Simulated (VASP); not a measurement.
# SiC (P6_3mc) in VASP: settings compared

Aim: see how the results for SiC move with the level of theory and the settings. Levels: BLYP+D3(BJ), LDA, PBEsol+D3(BJ). Tasks: single point.

Everything below comes from runs of VASP 6.6.1. Logs are shortened: lines on timing, memory, paths and dates and some standing lists are left out, and cuts for length are marked.

## 1. The cell of the first run

It takes space group P6_3mc (No. 186, hexagonal). Conventional cell: a = 3.013 Å, b = 3.013 Å, c = 9.865 Å, α = 90.00°, β = 90.00°, γ = 120.00°. Within 2.4 Å of Si (site symmetry 3m) lie 4 C at 1.84 to 1.85 Å. Si (site symmetry 3m) has 4 C at 1.85 to 1.86 Å within 2.4 Å. Within 2.4 Å of C (site symmetry 3m) lie 4 Si at 1.85 Å. C (site symmetry 3m) has 4 Si at 1.84 to 1.86 Å within 2.4 Å.

## 2. Single point, BLYP+D3(BJ)

File INCAR:

```
SYSTEM = SiC
AGGAC    = 1.0          
AGGAX    = 1.0          
ALDAC    = 0.0          
ALDAX    = 1.0          
ALGO     = Normal         ! electronic algorithm
EDIFF    = 1E-7           ! SCF threshold, eV
ENCUT    = 520            ! plane-wave cutoff, eV
GGA      = B5             ! functional
ISIF     = 2              ! what is computed and relaxed
ISMEAR   = -1             ! smearing method
IVDW     = 12             ! dispersion correction
LASPH    = .TRUE.         ! aspherical terms in the spheres
LCHARG   = .FALSE.        ! write CHGCAR
LREAL    = .FALSE.        ! projectors in reciprocal space
LWAVE    = .FALSE.        ! write WAVECAR
NBANDS   = 26             ! bands
NELM     = 100            ! most SCF steps
PREC     = Accurate       ! precision mode
SIGMA    = 0.05           ! smearing width, eV
VDW_A1   = 0.4298       
VDW_A2   = 4.2359       
VDW_S6   = 1.0          
VDW_S8   = 2.6996
```

File KPOINTS:

```
k-points
0
G
  10 10 3
  0 0 0
```

File POSCAR:

```
SiC
1.0
    3.0129072637      0.0000000000      0.0000000000
   -1.5064536318      2.6092542296      0.0000000000
    0.0000000000      0.0000000000      9.8650653976
Si C
4 4
Direct
    0.0000000000      0.0000000000      0.1878943800
    0.0000000000      0.0000000000      0.6878943800
    0.3333333333      0.6666666667      0.4378419800
    0.6666666667      0.3333333333      0.9378419800
    0.0000000000      0.0000000000      0.0004600500
    0.0000000000      0.0000000000      0.5004600500
    0.3333333333      0.6666666667      0.2498025900
    0.6666666667      0.3333333333      0.7498025900
```

Potentials or basis: VASP PAW PBE potentials, release 64 (Si, C).

Launch:

```console
> cat potpaw_PBE.64/Si/POTCAR potpaw_PBE.64/C/POTCAR > POTCAR
> mpirun -np 1 vasp_std > vasp.out
```

OUTCAR:

```text
SYSTEM = SiC
   EDIFF = 1E-7
   ENCUT = 520
   GGA = B5
   ISIF = 2
   ISMEAR = -1
   IVDW = 12
   LASPH = .TRUE.
   LREAL = .FALSE.
   NELM = 100
   PREC = Accurate
 IVDW          = 12

 ion  position               nearest neighbor table
   1  0.000  0.000  0.188-   7 1.84   7 1.84   7 1.84   5 1.85   3 3.02   3 3.02   3 3.02   4 3.02
                             4 3.02   4 3.02
   2  0.000  0.000  0.688-   8 1.84   8 1.84   8 1.84   6 1.85   4 3.02   4 3.02   4 3.02   3 3.02
                             3 3.02   3 3.02
   3  0.333  0.667  0.438-   6 1.85   6 1.85   6 1.85   7 1.86   1 3.02   1 3.02   1 3.02   2 3.02
                             2 3.02   2 3.02
   4  0.667  0.333  0.938-   5 1.85   5 1.85   5 1.85   8 1.86   2 3.02   2 3.02   2 3.02   1 3.02
                             1 3.02   1 3.02
   5  0.000  0.000  0.000-   4 1.85   4 1.85   4 1.85   1 1.85
   6  0.000  0.000  0.500-   3 1.85   3 1.85   3 1.85   2 1.85
   7  0.333  0.667  0.250-   1 1.84   1 1.84   1 1.84   3 1.86
   8  0.667  0.333  0.750-   2 1.84   2 1.84   2 1.84   4 1.86

  LATTYP: Found a hexagonal cell.
 ALAT       =     3.0129072637
 C/A-ratio  =     3.2742678530

  Lattice vectors:

 A1 = (   3.0129072637,   0.0000000000,   0.0000000000)
 A2 = (  -1.5064536318,   2.6092542296,   0.0000000000)
 A3 = (   0.0000000000,   0.0000000000,   9.8650653976)

Analysis of symmetry for initial positions (statically):
=====================================================================
 Subroutine PRICEL returns:
 Original cell was already a primitive cell.

 Routine SETGRP: Setting up the symmetry group for a
 hexagonal supercell.

 Subroutine GETGRP returns: Found 12 space group operations
 (whereof  6 operations were pure point group operations)
 out of a pool of 24 trial point group operations.

The static configuration has the point symmetry C_3v.
 The point group associated with its full space group is C_6v.

Analysis of symmetry for dynamics (positions and initial velocities):
=====================================================================
 Subroutine PRICEL returns:
 Original cell was already a primitive cell.

 Routine SETGRP: Setting up the symmetry group for a
 hexagonal supercell.

 Subroutine GETGRP returns: Found 12 space group operations
 (whereof  6 operations were pure point group operations)
 out of a pool of 24 trial point group operations.

The dynamic configuration has the point symmetry C_3v.
 The point group associated with its full space group is C_6v.

 Subroutine INISYM returns: Found 12 space group operations
 (whereof  6 operations are pure point group operations),
 and found     1 'primitive' translations

----------------------------------------------------------------------------------------

                                     Primitive cell

  volume of cell :      77.5536

  direct lattice vectors                    reciprocal lattice vectors
     3.012907264  0.000000000  0.000000000     0.331905337  0.191625636  0.000000000
    -1.506453632  2.609254230  0.000000000     0.000000000  0.383251271  0.000000000
     0.000000000  0.000000000  9.865065398     0.000000000  0.000000000  0.101367802

  length of vectors
     3.012907264  3.012907264  9.865065398     0.383251271  0.383251271  0.101367802

  position of ions in fractional coordinates (direct lattice)
     0.000000000  0.000000000  0.187894380
     0.000000000  0.000000000  0.687894380
     0.333333333  0.666666667  0.437841980
     0.666666667  0.333333333  0.937841980
     0.000000000  0.000000000  0.000460050
     0.000000000  0.000000000  0.500460050
     0.333333333  0.666666667  0.249802590
     0.666666667  0.333333333  0.749802590

  ion indices of the primitive-cell ions
   primitive index   ion index
                 1           1
                 2           2
                 3           3
                 4           4
                 5           5
                 6           6
                 7           7
                 8           8

----------------------------------------------------------------------------------------

 KPOINTS: k-points

Automatic generation of k-mesh.
 Grid dimensions read from file:
 generate k-points for:   10   10    3

 Generating k-lattice:

  Cartesian coordinates                     Fractional coordinates (reciprocal lattice)
     0.033190534  0.019162564  0.000000000     0.100000000  0.000000000  0.000000000
     0.000000000  0.038325127  0.000000000     0.000000000  0.100000000  0.000000000
     0.000000000  0.000000000  0.033789267     0.000000000  0.000000000  0.333333333

  Length of vectors
     0.038325127  0.038325127  0.033789267

  Shift w.r.t. Gamma in fractional coordinates (k-lattice)
     0.000000000  0.000000000  0.000000000

 Subroutine IBZKPT returns following result:
 ===========================================

 Found     28 irreducible k-points:

 Following reciprocal coordinates:
            Coordinates               Weight
  0.000000  0.000000  0.000000      1.000000
  0.100000 -0.000000  0.000000      6.000000
  0.200000 -0.000000  0.000000      6.000000
  0.300000 -0.000000  0.000000      6.000000
  0.400000 -0.000000  0.000000      6.000000
  0.500000 -0.000000  0.000000      3.000000
[... 16 lines left out ...]
  0.300000  0.100000  0.333333     24.000000
  0.400000  0.100000  0.333333     24.000000
 [... further k-points ...]
   k-points           NKPTS =     28   k-points in BZ     NKDIM =     28   number of bands    NBANDS=     26
   number of dos      NEDOS =    301   number of ions     NIONS =      8
   total plane-waves  NPLWV =  46080
   dimension x,y,z NGX =    24 NGY =   24 NGZ =   80
   dimension x,y,z NGXF=    48 NGYF=   48 NGZF=  160
   ions per type =               4   4
   NGX,Y,Z   is equivalent  to a cutoff of  13.24, 13.24, 13.48 a.u.
   NGXF,Y,Z  is equivalent  to a cutoff of  26.49, 26.49, 26.96 a.u.
 SYSTEM =  SiC
   PREC   = accura    normal or accurate (medium, high low for compatibility)
   ISTART =      0    job   : 0-new  1-cont  2-samecut
   ICHARG =      2    charge: 1-file 2-atom 10-const
   ISPIN  =      1    spin polarized calculation?
   LNONCOLLINEAR =      F non collinear calculations
   LSORBIT =      F    spin-orbit coupling
   LASPH  =      T    aspherical Exc in radial PAW
   ENCUT  =  520.0 eV  38.22 Ry    6.18 a.u.   5.60  5.60 18.34*2*pi/ulx,y,z
   NELM   =    100;   NELMIN=  2; NELMDL= -5     # of ELM steps
   EDIFF  = 0.1E-06   stopping-criterion for ELM
   LREAL  =      F    real-space projection
   EDIFFG = 0.1E-05   stopping-criterion for IOM
   NSW    =      0    number of steps for IOM
   IBRION =     -1    ionic relax: 0-MD 1-quasi-New 2-CG
   NFREE  =      0    steps in history (QN), initial steepest desc. (CG)
   ISIF   =      2    stress and relaxation
   ISYM   =      2    0-nonsym 1-usesym 2-fastsym
   POTIM  = 0.5000    time-step for ionic-motion
   TEBEG  =    0.0;   TEEND  =   0.0 temperature during run
   PSTRESS=    0.0 pullay stress
   NELECT =      32.0000    total number of electrons
   NUPDOWN=      -1.0000    fix difference up-down
   EMIN   =  10.00;   EMAX   =-10.00  energy-range for DOS
   EFERMI =   0.00;   METHOD = LEGACY
   ISMEAR =    -1;   SIGMA  =   0.05  broadening in eV -4-tet -1-fermi 0-gaus
   EFERMI_NEDOS =   21; number of points for ismear=-14 and -15
   IALGO  =     38    algorithm
   IMIX   =      4    mixing-type and parameters
     AMIX     =   0.40;   BMIX     =  1.00
     AMIX_MAG =   1.60;   BMIX_MAG =  1.00
  volume/ion in A,a.u.               =       9.69        65.42
  Fermi-wavevector in a.u.,A,eV,Ry     =   1.218777  2.303154 20.210318  1.485416
  Thomas-Fermi vector in A             =   2.354051
   LORBIT       =      0    0 simple, 1 ext, 2 COOP (PROOUT), +10 PAW based schemes
   GGA     = B5    functional components
   LHFCALC =     F    Hartree Fock is set to
   AEXX    =    0.0000 exact exchange contribution
   IVDW    =    12    specifies the selected vdW correction
   LEPSILON=     F    determine dielectric tensor
   LRPA    =     F    only Hartree local field effects (RPA)
 non-spin polarized calculation
  energy-cutoff  :      520.00
  volume of cell :       77.55
 maximum number of plane-waves:      2137
 NGX is ok and might be reduce to    24
   NGX = 11   NGY = 11   NGZ = 37

 number of electron      31.9999999 magnetization

 Free energy of the ion-electron system (eV)
  ---------------------------------------------------
  ext. energy  EPLUGINS =         0.00000000
  ---------------------------------------------------
  free energy    TOTEN  =       -54.04150256 eV

  energy without entropy =      -54.04150256  energy(sigma->0) =      -54.04150256

 E-fermi :  10.4138     XC(G=0): -10.9269

 val. band max:        9.3402679418   @ k =   0.0000   0.0000   0.0000
 cond. band min:      11.8955019831   @ k =   0.5000  -0.0000   0.0000
 fundamental gap:      2.5552340413
 Fermi energy:        10.4137725376

 k-point     1 :       0.0000    0.0000    0.0000
  band No.  band energies     occupation
      1      -6.5217      2.00000
      2      -5.2934      2.00000
      3      -5.2537      2.00000
      4      -2.7711      2.00000
      5       0.5247      2.00000
      6       4.9236      2.00000
[... 18 lines left out ...]
     25      17.3362      0.00000
     26      17.9119      0.00000

 k-point     2 :       0.1000   -0.0000    0.0000
  band No.  band energies     occupation
      1      -6.3406      2.00000
      2      -5.1183      2.00000
      3      -5.0777      2.00000
      4      -2.6188      2.00000
      5       0.6919      2.00000
      6       4.9786      2.00000
[... 18 lines left out ...]
     25      17.4460      0.00000
[... 608 lines left out ...]
     25      18.2081      0.00000
     26      19.2810      0.00000

 k-point    24 :       0.4000    0.1000    0.3333
  band No.  band energies     occupation
      1      -3.0249      2.00000
      2      -2.7209      2.00000
      3      -1.7760      2.00000
      4      -1.3899      2.00000
      5       1.0445      2.00000
      6       1.4251      2.00000
[... 18 lines left out ...]
     25      17.8805      0.00000
     26      18.7627      0.00000

 [... further k-points ...]

------------------------ aborting loop because EDIFF is reached ----------------------------------------

 Edisp (eV)   -5.50289

 E8    (eV) :    -3.7678

  FORCE on cell =-STRESS in cart. coord.  units (eV):
  Direction    XX          YY          ZZ          XY          YZ          ZX
  --------------------------------------------------------------------------------------
  -------------------------------------------------------------------------------------
  Total       6.73823     6.73823     6.68264     0.00000     0.00000     0.00000
  in kB     139.20480   139.20480   138.05639     0.00000     0.00000     0.00000
  external pressure =      138.82 kB  Pullay stress =        0.00 kB

 VOLUME and BASIS-vectors are now :
 -----------------------------------------------------------------------------
  energy-cutoff  :      520.00
  volume of cell :       77.55
      direct lattice vectors                 reciprocal lattice vectors
     3.012907264  0.000000000  0.000000000     0.331905337  0.191625636  0.000000000
    -1.506453632  2.609254230  0.000000000     0.000000000  0.383251271  0.000000000
     0.000000000  0.000000000  9.865065398     0.000000000  0.000000000  0.101367802

 POSITION                                       TOTAL-FORCE (eV/Angst)
 -----------------------------------------------------------------------------------
      0.00000      0.00000      1.85359        -0.000000      0.000000     -0.007340
      0.00000      0.00000      6.78612         0.000000     -0.000000     -0.007340
     -0.00000      1.73950      4.31934         0.000000      0.000000     -0.015197
      1.50645      0.86975      9.25187        -0.000000     -0.000000     -0.015197
      0.00000      0.00000      0.00454         0.000000     -0.000000      0.005292
      0.00000      0.00000      4.93707         0.000000      0.000000      0.005292
     -0.00000      1.73950      2.46432         0.000000     -0.000000      0.017245
      1.50645      0.86975      7.39685        -0.000000     -0.000000      0.017245
 -----------------------------------------------------------------------------------
    total drift:                               -0.000000     -0.000000      0.000585

  FREE ENERGIE OF THE ION-ELECTRON SYSTEM (eV)
  ---------------------------------------------------
  free  energy   TOTEN  =       -59.5443904179 eV

  energy  without entropy=      -59.5443904179  energy(sigma->0) =      -59.54439042
```

Run time: 2.3 min. Hardware: 1 thread of AMD EPYC 7R13, shared host; peak memory 0.19 GiB.

What came out:

| Property | Result |
| --- | --- |
| Free energy | -59.5444 eV |
| Pressure | 13.9 GPa |
| Largest force | 0.017 eV/Å |
| Band gap on the k mesh | 2.56 eV (least direct gap 3.69 eV) |
| Dispersion energy per atom | -0.688 eV |

Forces on the atoms (eV/Å):
```
Si   0.000  0.000 -0.007
Si   0.000  0.000 -0.007
Si   0.000  0.000 -0.015
Si   0.000  0.000 -0.015
C    0.000  0.000  0.005
C    0.000  0.000  0.005
C    0.000  0.000  0.017
C    0.000  0.000  0.017
```

Stress tensor (GPa, compression positive):
```
13.92  0.00  0.00
 0.00 13.92  0.00
 0.00  0.00 13.81
```

Levels at points of the mesh, in eV from the valence-band top:
```tsv
k point	band 14	band 15	band 16	band 17	band 18	band 19
(0.00, 0.00, 0.00)	-0.05	0.00	0.00	5.82	6.39	7.05
(0.50, 0.00, 0.00)	-2.25	-1.59	-1.13	2.56	2.72	4.68
```

Caveat: the cell stands under pressure; the PAW data sets were made with another functional, which shifts forces and pressure a little; an odd mesh through Γ misses points on the zone boundary, where band edges can lie.

(Part 1 of 2 ends here.)
